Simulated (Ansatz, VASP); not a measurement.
# NaH3 in VASP and in Ansatz

```xyz
8
Lattice="6.0879 -2.2938 1.5764 6.0879 2.2938 1.5764 -2.5723 0.0000 3.7668" Properties=species:S:1:pos:R:3 pbc="T T T"
Na    2.4172   -1.1464    0.3851
Na    1.1310    1.1464    2.2685
H     4.6163   -1.3023    2.3887
H     2.4184    1.1453    0.3892
H     9.8401   -1.2992    5.3064
H     3.3302    1.3023    4.2721
H     8.5540    1.2992    7.1898
H     1.1322   -1.1453    2.2726
```

Alike in both runs: functional PBE; k mesh 6 × 6 × 6; occupations gaussian, width 0.02 eV; no spin polarisation.

Ansatz relaxed the structure, and its values are those at the end. VASP's run is a single point on that final structure, the one shown.

|  | VASP | Ansatz |
| --- | --- | --- |
| version | VASP 6.6.1 | Ansatz 0.2.0 |
| potentials or method | VASP PAW PBE potentials, release 64 (Na_pv, H), cutoff 520 eV | scalar-relativistic, plane waves, PAW |
| valence electrons in the cell | 20 | 24 |

|  | VASP | Ansatz | Ansatz less VASP |
| --- | --- | --- | --- |
| gap on the k mesh at the Fermi level (eV) | 3.00 | 3.00 | 0.000 |
| least direct gap on the mesh (eV) | 3.13 | 3.13 | 0.000 |
| pressure (GPa) | -0.1 | 0.0 | +0.10 |
| rms of the force components (eV/Å) | 0.005 | 0.003 | -0.0017 |

With one functional, cell and mesh, what is left measures potentials, basis and numerics. VASP's potentials hold 20 valence electrons a cell and Ansatz's 24, so a difference there can come from the potentials and not from the codes.
